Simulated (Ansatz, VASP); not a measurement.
One calculation of HPt6, two programs

```
Pt H
1.0
     5.61433    0.00000    0.00000
     0.00000    5.61433    0.00000
     0.00000    0.00000   21.85138
Pt H
12 2
Direct
  0.25000 0.25000 0.18305
  0.25000 0.75000 0.18305
  0.75000 0.25000 0.18305
  0.75000 0.75000 0.18305
  0.00000 0.00000 0.27121
  0.00000 0.50000 0.27121
  0.50000 0.00000 0.27121
  0.50000 0.50000 0.27121
  0.25000 0.25000 0.35931
  0.25000 0.75000 0.35931
  0.75000 0.25000 0.35931
  0.75000 0.75000 0.35931
  0.91816 0.00000 0.43848
  0.08184 0.00000 0.43848
```

Alike in both runs: task single point; functional PBE; k mesh 5 × 5 × 1; occupations gaussian, width 0.1 eV; no spin polarisation.

|  | VASP | Ansatz |
| --- | --- | --- |
| version | VASP 6.6.1 | Ansatz 0.2.0 |
| potentials or method | VASP PAW PBE potentials, release 64 (Pt, H), cutoff 520 eV | scalar-relativistic, plane waves, PAW |
| valence electrons in the cell | 122 | 218 |

```tsv
	VASP	Ansatz	Ansatz less VASP
gap on the k mesh at the Fermi level (eV)	none	none	-
rms of the force components (eV/Å)	0.355	0.356	+0.0003
work function, face that differs most (eV)	5.33	5.33	-0.001
```

Atom by atom the forces differ by 0.008 eV/Å (rms over components). A gap of «none» marks a metal or a gap that the smearing closes. The functional is the same, so the differences come from potentials, cutoffs and numerics. VASP's potentials hold 122 valence electrons a cell and Ansatz's 218, so a difference there can come from the potentials and not from the codes.

Neither program's run includes spin-orbit coupling.
